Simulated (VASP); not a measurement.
A run of VASP 6.6.1 is set up as follows.

INCAR

```
SYSTEM = Si
PREC = Accurate
ENCUT = 500
EDIFF = 1E-6
ISMEAR = -1
SIGMA = 0.3
LREAL = .False.
LASPH = .True.
NELM = 120
ALGO = Normal
ISIF = 2
LWAVE = .False.
LCHARG = .False.
GGA = RP
NBANDS = 8
GGA_COMPAT = .False.
```

KPOINTS

```
regular mesh
0
Gamma
  12 12 12
  0 0 0
```

POSCAR

```
Si
1.0
    0.0000000000      1.6587916086      1.6587916086
    1.6587916086      0.0000000000      1.6587916086
    1.6587916086      1.6587916086      0.0000000000
Si
1
Direct
    0.0000000000      0.0000000000      0.0000000000
```

Potentials or basis: VASP PAW PBE potentials, release 64 (Si).

Command:

```bash
$ cat potpaw_PBE.64/Si/POTCAR > POTCAR
$ mpirun -np 1 vasp_std > vasp.out
```

Q: Predict the band gap on the k mesh.

A: Zero (band 2 reaches 31.39 eV, above the bottom of band 3 at 13.95 eV).

Q: Predict the pressure.

A: 107.1 GPa.

Caveat: the PAW data sets were made with another functional, which shifts forces and pressure a little.
